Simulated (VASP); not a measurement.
Crystal: CaLa2Cd3.

```
CELL_PARAMETERS angstrom
6.10424 0.00000 0.00000
-3.05212 5.28643 0.00000
0.00000 0.00000 5.26467
ATOMIC_POSITIONS crystal
Ca 0.00000 0.00000 0.50000
La 0.33333 0.66667 0.00000
La 0.66667 0.33333 0.00000
Cd 0.50000 0.00000 0.50000
Cd 0.00000 0.50000 0.50000
Cd 0.50000 0.50000 0.50000
```

The cell was generated, and may not be a known phase.

| Property | Result |
| --- | --- |
| Program | VASP 6.6.1 |
| Task | relaxation of cell and atoms |
| Functional | PBE |
| Potentials or basis | VASP PAW PBE potentials, release 64 (Ca_sv, La, Cd) |
| Cutoff | 600 eV |
| k mesh | 3 × 3 × 4 |
| Occupations | gaussian, width 0.1 eV |
| Spin | no spin polarisation |

At the start: pressure 8.2 GPa; volume 28.31 Å³/atom.

Question: How do energy, volume and symmetry change on relaxing?

Answer: Over 6 steps the energy falls by 116.3 meV/atom and the volume is 33.80 Å³/atom (+19.4 %); space group P6/mmm (No. 191, to 0.1 Å) before and after.

The path:
| step | energy change (eV) | largest force (eV/Å) | pressure (GPa) | volume (Å³) |
| --- | --- | --- | --- | --- |
| 1 | 0.0000 | 0.0000 | 8.18 | 169.89 |
| 2 | -0.6731 | 0.0000 | -0.86 | 207.97 |
| 3 | -0.6903 | 0.0000 | 0.08 | 201.41 |
| 4 | -0.6903 | 0.0000 | -0.02 | 202.08 |
| 5 | -0.6937 | 0.0000 | -0.03 | 202.28 |
| 6 | -0.6977 | 0.0000 | -0.02 | 202.81 |

Final structure:
```
CELL_PARAMETERS angstrom
6.51465 0.00000 0.00000
-3.25732 5.64185 0.00000
0.00000 0.00000 5.51796
ATOMIC_POSITIONS crystal
Ca 0.00000 0.00000 0.50000
La 0.33333 0.66667 0.00000
La 0.66667 0.33333 0.00000
Cd 0.50000 0.00000 0.50000
Cd 0.00000 0.50000 0.50000
Cd 0.50000 0.50000 0.50000
```

Caveat: the k points lie up to 0.37 Å⁻¹ apart in the final cell; the volume moved by over 15 % at a fixed basis, so the end points are rough.
